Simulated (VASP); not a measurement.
Write the native input for VASP 6.6.1 that does the following.

```
Task                   : single point
Functional             : PBE
Potentials or basis    : VASP PAW PBE potentials, release 64 (Sn_d, Se)
Cutoff                 : 500 eV
k mesh                 : 6 × 6 × 6
Occupations            : methfessel-paxton, width 0.05 eV
Spin                   : no spin polarisation
Dipole correction      : no
Further INCAR settings : ALGO = Normal; EDIFF = 1e-06; NBANDS = 17
```

The structure of SnSe lies in POSCAR:

```
SnSe
1.0
    0.0000000000      3.0100000000      3.0100000000
    3.0100000000      0.0000000000      3.0100000000
    3.0100000000      3.0100000000      0.0000000000
Sn Se
1 1
Direct
    0.0000000000      0.0000000000      0.0000000000
    0.5000000000      0.5000000000      0.5000000000
```

These files were run (other wordings do the same):

INCAR

```
SYSTEM = SnSe
  ALGO = Normal
  EDIFF = 1E-6
  ENCUT = 500
  GGA = PE
  GGA_COMPAT = .False.
  ISIF = 2
  ISMEAR = 1
  LASPH = .True.
  LCHARG = .False.
  LREAL = .False.
  LWAVE = .False.
  NBANDS = 17
  NELM = 120
  PREC = Accurate
  SIGMA = 0.05
```

KPOINTS

```
k-points
0
Gamma
  6 6 6
  0 0 0
```

Potentials or basis: VASP PAW PBE potentials, release 64 (Sn_d, Se).

Run with:

```bash
$ cat potpaw_PBE.64/Sn_d/POTCAR potpaw_PBE.64/Se/POTCAR > POTCAR
$ mpirun -np 1 vasp_std > vasp.out
```

Results of the run:

```
Pressure               : 0.6 GPa
Band gap on the k mesh : 0.58 eV, direct
```

Caveat: spin-orbit coupling is left out, which moves the levels of the heavy elements.

Wall time 21 s on 1 thread of AMD EPYC 7R43 64-Core Processor (Zen 3), on a shared host, peak memory 0.14 GiB.
